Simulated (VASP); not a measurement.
Here is a VASP 6.6.1 calculation.

The input INCAR:

```
  PREC = Accurate
  ENCUT = 520
  EDIFF = 1E-6
  ISMEAR = 0
  SIGMA = 0.15
  LREAL = False
  LASPH = True
  NELM = 80
  ALGO = Normal
  ISIF = 2
  LWAVE = False
  LCHARG = False
  GGA = PE
  IVDW = 12
  NBANDS = 8
```

The input KPOINTS:

```
Automatic mesh
0
Gamma
  22 22 22
```

POSCAR

```
Al
1.0
    0.0000000000      2.0517091992      1.9696408312
    2.0517091992      0.0000000000      1.9696408312
    2.0517091992      2.0517091992      0.0000000000
Al
1
Direct
    0.0000000000      0.0000000000      0.0000000000
```

Potentials or basis: VASP PAW PBE potentials, release 64 (Al).

The run is started by

```bash
$ cat potpaw_PBE.64/Al/POTCAR > POTCAR
$ mpirun -np 1 vasp_std > vasp.out
```

Task: Predict the pressure.

Result: -3.7 GPa.

Task: Estimate the dispersion energy per atom.

Result: -0.335 eV.

Stress tensor (GPa, compression positive):
```
-4.45  0.00  0.00
 0.00 -4.45  0.00
 0.00  0.00 -2.19
```

Caveat: pairwise dispersion overbinds metals, which lowers pressure and volume.
